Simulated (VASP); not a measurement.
Here is a VASP 6.6.1 calculation.

Contents of INCAR:

```
  PREC = Accurate
  ENCUT = 700
  EDIFF = 1E-6
  ISMEAR = 0
  SIGMA = 0.1
  LREAL = False
  LASPH = True
  NELM = 120
  ALGO = Normal
  ISIF = 2
  LWAVE = False
  LCHARG = True
  GGA = PE
  LELF = True
  LVHAR = True
  NBANDS = 32
  GGA_COMPAT = False
```

KPOINTS

```
regular mesh
0
Gamma
  6 6 4
```

Contents of POSCAR:

```
SbC2
1.0
    2.1687995216     -1.7035290766     -2.7600804685
    1.7013542283     -2.1672650393      2.7616779802
   -3.8374079287     -3.8363922310      0.6346906130
Sb C
2 4
Direct
    0.4999995066      0.4999965610      0.5000001133
    1.0000024707     -0.0000033038      1.0000015759
    0.8715768075     -0.0139113059      0.5704059258
    0.5139193826      0.6284174628      1.0704268281
    0.1284223582      1.0139217528      0.4295884208
    0.4860794743      0.3715788331      0.9295771360
```

Potentials or basis: VASP PAW PBE potentials, release 64 (Sb_d_GW, C).

Launch:

```bash
$ cat potpaw_PBE.64/Sb_d_GW/POTCAR potpaw_PBE.64/C/POTCAR > POTCAR
$ mpirun -np 1 vasp_std > vasp.out
```

(1) Predict the largest force.

(2) Estimate the pressure.

(3) Predict the band gap on the k mesh.

Results:

(1) 0.056 eV/Å.

(2) 0.0 GPa.

(3) zero (bands 23 and 24 overlap by 3.18 eV).

Caveat: spin-orbit coupling is left out, which moves the levels of the heavy elements.
